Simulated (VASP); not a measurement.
# Te (P3_121) in VASP: settings compared

The runs below take Te through relaxation of the atoms, single point, with PBE, PBEsol.

Program: VASP 6.6.1. These are calculated values, not measurements. Logs are shortened: lines on timing, memory, paths and dates and some standing lists are left out, and cuts for length are marked.

## 1. The cell of the first run

It takes space group P3_121 (No. 152, trigonal). The conventional cell has a = 4.632 Å, b = 4.632 Å, c = 5.924 Å, α = 90.00°, β = 90.00°, γ = 120.00°. Within 3.9 Å of Te (site symmetry 2) lie 6 Te at 2.93 to 3.56 Å.

## 2. Relaxation of the atoms, PBE

The input, INCAR:

```
SYSTEM = Te
PREC = Accurate ; ENCUT = 520
EDIFF = 1E-6 ; ISMEAR = -1
SIGMA = 0.05 ; LREAL = .FALSE.
LASPH = .TRUE. ; NELM = 60
ALGO = Normal ; ISIF = 2
LWAVE = .FALSE. ; LCHARG = .FALSE.
GGA = PE ; IBRION = 2
NSW = 60 ; EDIFFG = -0.01
```

The input, KPOINTS:

```
regular mesh
0
G
  6 6 4
  0 0 0
```

The input, POSCAR:

```
Te
1.0
    4.6321600000      0.0000000000      0.0000000000
   -2.3160800000      4.0115682344      0.0000000000
    0.0000000000      0.0000000000      5.9240000000
Te
3
Direct
    0.7310000000      0.7310000000      0.0000000000
    0.0000000000      0.2690000000      0.6666666667
    0.2690000000      0.0000000000      0.3333333333
```

Potentials or basis: VASP PAW PBE potentials, release 64 (Te).

Run with:

```sh
$ cat potpaw_PBE.64/Te/POTCAR > POTCAR
$ mpirun -np 1 vasp_std > vasp.out
```

OUTCAR:

```text
SYSTEM = Te
   PREC = Accurate
   ENCUT = 520
   EDIFF = 1E-6
   ISMEAR = -1
   LREAL = .FALSE.
   LASPH = .TRUE.
   NELM = 60
   ISIF = 2
   GGA = PE
   IBRION = 2
   NSW = 60
   EDIFFG = -0.01

 ion  position               nearest neighbor table
   1  0.731  0.731  0.000-   3 2.93   2 2.93   3 3.56   2 3.56   2 3.56   3 3.56
   2  0.000  0.269  0.667-   1 2.93   3 2.93   1 3.56   1 3.56   3 3.56   3 3.56
   3  0.269  0.000  0.333-   1 2.93   2 2.93   1 3.56   1 3.56   2 3.56   2 3.56

  LATTYP: Found a hexagonal cell.
 ALAT       =     4.6321600000
 C/A-ratio  =     1.2788850126

  Lattice vectors:

 A1 = (   4.6321600000,   0.0000000000,   0.0000000000)
 A2 = (  -2.3160800000,   4.0115682344,   0.0000000000)
 A3 = (   0.0000000000,   0.0000000000,   5.9240000000)

Analysis of symmetry for initial positions (statically):
=====================================================================
 Subroutine PRICEL returns:
 Original cell was already a primitive cell.

 Routine SETGRP: Setting up the symmetry group for a
 hexagonal supercell.

 Subroutine GETGRP returns: Found  6 space group operations
 (whereof  2 operations were pure point group operations)
 out of a pool of 24 trial point group operations.

The static configuration has the point symmetry C_2 .
 The point group associated with its full space group is D_3 .

Analysis of symmetry for dynamics (positions and initial velocities):
=====================================================================
 Subroutine PRICEL returns:
 Original cell was already a primitive cell.

 Routine SETGRP: Setting up the symmetry group for a
 hexagonal supercell.

 Subroutine GETGRP returns: Found  6 space group operations
 (whereof  2 operations were pure point group operations)
 out of a pool of 24 trial point group operations.

The dynamic configuration has the point symmetry C_2 .
 The point group associated with its full space group is D_3 .

 Subroutine INISYM returns: Found  6 space group operations
 (whereof  2 operations are pure point group operations),
 and found     1 'primitive' translations

----------------------------------------------------------------------------------------

                                     Primitive cell

  volume of cell :     110.0811

  direct lattice vectors                    reciprocal lattice vectors
     4.632160000  0.000000000  0.000000000     0.215882008  0.124639535  0.000000000
    -2.316080000  4.011568234  0.000000000     0.000000000  0.249279070  0.000000000
     0.000000000  0.000000000  5.924000000     0.000000000  0.000000000  0.168804862

  length of vectors
     4.632160000  4.632160000  5.924000000     0.249279070  0.249279070  0.168804862

  position of ions in fractional coordinates (direct lattice)
     0.731000000  0.731000000  0.000000000
     0.000000000  0.269000000  0.666666667
     0.269000000  0.000000000  0.333333333

  ion indices of the primitive-cell ions
   primitive index   ion index
                 1           1
                 2           2
                 3           3

----------------------------------------------------------------------------------------

 KPOINTS: regular mesh

Automatic generation of k-mesh.
 Grid dimensions read from file:
 generate k-points for:    6    6    4

 Generating k-lattice:

  Cartesian coordinates                     Fractional coordinates (reciprocal lattice)
     0.035980335  0.020773256  0.000000000     0.166666667  0.000000000  0.000000000
     0.000000000  0.041546512  0.000000000     0.000000000  0.166666667  0.000000000
     0.000000000  0.000000000  0.042201215     0.000000000  0.000000000  0.250000000

  Length of vectors
     0.041546512  0.041546512  0.042201215

  Shift w.r.t. Gamma in fractional coordinates (k-lattice)
     0.000000000  0.000000000  0.000000000

 Subroutine IBZKPT returns following result:
 ===========================================

 Found     24 irreducible k-points:

 Following reciprocal coordinates:
            Coordinates               Weight
  0.000000  0.000000  0.000000      1.000000
  0.166667  0.000000  0.000000      6.000000
  0.333333  0.000000  0.000000      6.000000
  0.500000  0.000000  0.000000      3.000000
  0.166667  0.166667  0.000000      6.000000
  0.333333  0.166667  0.000000     12.000000
[... 16 lines left out ...]
  0.333333  0.166667  0.500000     12.000000
  0.333333  0.333333  0.500000      2.000000
   k-points           NKPTS =     24   k-points in BZ     NKDIM =     24   number of bands    NBANDS=     13
   number of dos      NEDOS =    301   number of ions     NIONS =      3
   total plane-waves  NPLWV =  62208
   dimension x,y,z NGX =    36 NGY =   36 NGZ =   48
   dimension x,y,z NGXF=    72 NGYF=   72 NGZF=   96
   ions per type =               3
   NGX,Y,Z   is equivalent  to a cutoff of  12.92, 12.92, 13.47 a.u.
   NGXF,Y,Z  is equivalent  to a cutoff of  25.84, 25.84, 26.94 a.u.
 SYSTEM =  Te
   PREC   = accura    normal or accurate (medium, high low for compatibility)
   ISTART =      0    job   : 0-new  1-cont  2-samecut
   ICHARG =      2    charge: 1-file 2-atom 10-const
   ISPIN  =      1    spin polarized calculation?
   LNONCOLLINEAR =      F non collinear calculations
   LSORBIT =      F    spin-orbit coupling
   LASPH  =      T    aspherical Exc in radial PAW
   ENCUT  =  520.0 eV  38.22 Ry    6.18 a.u.   8.61  8.61 11.01*2*pi/ulx,y,z
   NELM   =     60;   NELMIN=  2; NELMDL= -5     # of ELM steps
   EDIFF  = 0.1E-05   stopping-criterion for ELM
   LREAL  =      F    real-space projection
   EDIFFG = -.1E-01   stopping-criterion for IOM
   NSW    =     60    number of steps for IOM
   IBRION =      2    ionic relax: 0-MD 1-quasi-New 2-CG
   NFREE  =      1    steps in history (QN), initial steepest desc. (CG)
   ISIF   =      2    stress and relaxation
   ISYM   =      2    0-nonsym 1-usesym 2-fastsym
   POTIM  = 0.5000    time-step for ionic-motion
   TEBEG  =    0.0;   TEEND  =   0.0 temperature during run
   PSTRESS=    0.0 pullay stress
   NELECT =      18.0000    total number of electrons
   NUPDOWN=      -1.0000    fix difference up-down
   EMIN   =  10.00;   EMAX   =-10.00  energy-range for DOS
   EFERMI =   0.00;   METHOD = LEGACY
   ISMEAR =    -1;   SIGMA  =   0.05  broadening in eV -4-tet -1-fermi 0-gaus
   EFERMI_NEDOS =   21; number of points for ismear=-14 and -15
   IALGO  =     38    algorithm
   IMIX   =      4    mixing-type and parameters
     AMIX     =   0.40;   BMIX     =  1.00
     AMIX_MAG =   1.60;   BMIX_MAG =  1.00
  volume/ion in A,a.u.               =      36.69       247.62
  Fermi-wavevector in a.u.,A,eV,Ry     =   0.895216  1.691714 10.903880  0.801413
  Thomas-Fermi vector in A             =   2.017520
   LORBIT       =      0    0 simple, 1 ext, 2 COOP (PROOUT), +10 PAW based schemes
   GGA     = PE    functional components
   LHFCALC =     F    Hartree Fock is set to
   AEXX    =    0.0000 exact exchange contribution
   IVDW    =     0    specifies the selected vdW correction
   LEPSILON=     F    determine dielectric tensor
   LRPA    =     F    only Hartree local field effects (RPA)
 conjugate gradient relaxation of ions
 non-spin polarized calculation
  energy-cutoff  :      520.00
  volume of cell :      110.08
 maximum number of plane-waves:      2986
 NGX is ok and might be reduce to    36
   NGX = 17   NGY = 17   NGZ = 23

--------------------------------------- Ionic step        1  -------------------------------------------

 number of electron      17.9999999 magnetization

 Free energy of the ion-electron system (eV)
  ---------------------------------------------------
  ext. energy  EPLUGINS =         0.00000000
  ---------------------------------------------------
  free energy    TOTEN  =        -9.40382134 eV

  energy without entropy =       -9.40305989  energy(sigma->0) =       -9.40344062

------------------------ aborting loop because EDIFF is reached ----------------------------------------

  FORCE on cell =-STRESS in cart. coord.  units (eV):
  Direction    XX          YY          ZZ          XY          YZ          ZX
  --------------------------------------------------------------------------------------
  -------------------------------------------------------------------------------------
  Total       -1.0339055     -1.0339055     -1.0390800      0.0000000      0.0000000     -0.0000000
  in kB      -15.0479954    -15.0479954    -15.1233077      0.0000000      0.0000000     -0.0000000
  external PRESSURE =     -15.0730995 kB  Pullay stress =       0.0000000 kB

 VOLUME and BASIS-vectors are now :
 -----------------------------------------------------------------------------
  energy-cutoff  :      520.00
  volume of cell :      110.08
      direct lattice vectors                 reciprocal lattice vectors
     4.632160000  0.000000000  0.000000000     0.215882008  0.124639535  0.000000000
    -2.316080000  4.011568234  0.000000000     0.000000000  0.249279070  0.000000000
     0.000000000  0.000000000  5.924000000     0.000000000  0.000000000  0.168804862

 POSITION                                       TOTAL-FORCE (eV/Angst)
 -----------------------------------------------------------------------------------
      1.69305      2.93246      0.00000         0.111704      0.193478     -0.000000
     -0.62303      1.07911      3.94933         0.111704     -0.193478      0.000000
      1.24605      0.00000      1.97467        -0.223409      0.000000      0.000000
 -----------------------------------------------------------------------------------
    total drift:                                0.000000      0.000000      0.000000

  FREE ENERGIE OF THE ION-ELECTRON SYSTEM (eV)
  ---------------------------------------------------
  free  energy   TOTEN  =        -9.4038213375 eV
[... 54 lines left out ...]
 VOLUME and BASIS-vectors are now :
 -----------------------------------------------------------------------------
  energy-cutoff  :      520.00
  volume of cell :      110.08
      direct lattice vectors                 reciprocal lattice vectors
     4.632160000  0.000000000  0.000000000     0.215882008  0.124639535  0.000000000
    -2.316080000  4.011568234  0.000000000     0.000000000  0.249279070  0.000000000
     0.000000000  0.000000000  5.924000000     0.000000000  0.000000000  0.168804862

 POSITION                                       TOTAL-FORCE (eV/Angst)
 -----------------------------------------------------------------------------------
      1.71165      2.96467      0.00000         0.012590      0.021806      0.000000
     -0.60443      1.04690      3.94933         0.012590     -0.021806     -0.000000
      1.20886      0.00000      1.97467        -0.025179      0.000000      0.000000
 -----------------------------------------------------------------------------------
    total drift:                               -0.000000     -0.000000      0.000000

  FREE ENERGIE OF THE ION-ELECTRON SYSTEM (eV)
  ---------------------------------------------------
  free  energy   TOTEN  =        -9.4182936775 eV

  energy  without entropy=       -9.4177496063  energy(sigma->0) =       -9.41802164

--------------------------------------- Ionic step        4  -------------------------------------------

 number of electron      17.9999998 magnetization

 Free energy of the ion-electron system (eV)
  ---------------------------------------------------
  ext. energy  EPLUGINS =         0.00000000
  ---------------------------------------------------
  free energy    TOTEN  =        -9.41845440 eV

  energy without entropy =       -9.41791647  energy(sigma->0) =       -9.41818544

 E-fermi :   5.1693     XC(G=0):  -8.7052

 val. band max:        4.9641454370   @ k =   0.3333   0.3333   0.5000
 cond. band min:       5.3287508304   @ k =   0.3333   0.3333   0.5000
 fundamental gap:      0.3646053935
 Fermi energy:         5.1692579941

 k-point     1 :       0.0000    0.0000    0.0000
  band No.  band energies     occupation
      1      -8.1878      2.00000
      2      -5.0889      2.00000
      3      -5.0889      2.00000
      4       2.0036      2.00000
      5       2.2075      2.00000
      6       2.2075      2.00000
      7       3.4363      2.00000
      8       3.4363      2.00000
      9       4.3370      2.00000
     10       6.0354      0.00000
     11       6.0354      0.00000
     12       6.5071      0.00000
     13      10.1112      0.00000

 k-point     2 :       0.1667    0.0000    0.0000
  band No.  band energies     occupation
      1      -8.0372      2.00000
      2      -5.1707      2.00000
      3      -5.0628      2.00000
      4       1.1754      2.00000
      5       1.6786      2.00000
      6       2.0242      2.00000
      7       3.7138      2.00000
      8       4.0617      2.00000
      9       4.3004      2.00000
     10       5.8788      0.00000
     11       5.9960      0.00000
     12       6.4817      0.00000
     13       9.6278      0.00000
[... 363 lines left out ...]
 VOLUME and BASIS-vectors are now :
 -----------------------------------------------------------------------------
  energy-cutoff  :      520.00
  volume of cell :      110.08
      direct lattice vectors                 reciprocal lattice vectors
     4.632160000  0.000000000  0.000000000     0.215882008  0.124639535  0.000000000
    -2.316080000  4.011568234  0.000000000     0.000000000  0.249279070  0.000000000
     0.000000000  0.000000000  5.924000000     0.000000000  0.000000000  0.168804862

 POSITION                                       TOTAL-FORCE (eV/Angst)
 -----------------------------------------------------------------------------------
      1.71392      2.96859      5.92400        -0.001479     -0.002562      0.000000
     -0.60216      1.04298      3.94933        -0.001479      0.002562      0.000000
      1.20432      0.00000      1.97467         0.002958      0.000000      0.000000
 -----------------------------------------------------------------------------------
    total drift:                               -0.000000     -0.000000      0.000000

  FREE ENERGIE OF THE ION-ELECTRON SYSTEM (eV)
  ---------------------------------------------------
  free  energy   TOTEN  =        -9.4184544002 eV

  energy  without entropy=       -9.4179164714  energy(sigma->0) =       -9.41818544

 reached required accuracy - stopping structural energy minimisation
```

It took 60 s on 1 thread of Intel Xeon Platinum 8259CL at 2.50GHz (Skylake/Cascade Lake), shared host; peak memory 0.24 GiB.

What came out:

```
Free energy               : -9.4185 eV
Energy gained by relaxing : 4.9 meV/atom
Ionic steps               : 4
Pressure after relaxing   : -0.5 GPa
Band gap on the k mesh    : 0.36 eV
```

Forces on the atoms (eV/Å):
```
Te  -0.001 -0.003  0.000
Te  -0.001  0.003  0.000
Te   0.003  0.000  0.000
```

Step by step:
```csv
step,energy change (eV),largest force (eV/Å),pressure (GPa)
1,0.0000,0.2234,-1.51
2,-0.0064,0.1719,-1.28
3,-0.0145,0.0252,-0.66
4,-0.0146,0.0030,-0.55
```

Final structure:
```cif
data_structure
_symmetry_space_group_name_H-M 'P 1'
_symmetry_Int_Tables_number 1
_cell_length_a 4.6322
_cell_length_b 4.6322
_cell_length_c 5.9240
_cell_angle_alpha 90.000
_cell_angle_beta 90.000
_cell_angle_gamma 120.000
_cell_volume 110.08
loop_
_atom_site_label
_atom_site_type_symbol
_atom_site_fract_x
_atom_site_fract_y
_atom_site_fract_z
_atom_site_occupancy
Te1 Te 0.74001 0.74001 0.00000 1
Te2 Te 0.00000 0.25999 0.66667 1
Te3 Te 0.25999 0.00000 0.33333 1
```

Caveat: spin-orbit coupling is left out, which moves the levels of the heavy elements. A k mesh can miss the band edges.

(Continued in part 2 of 2.)
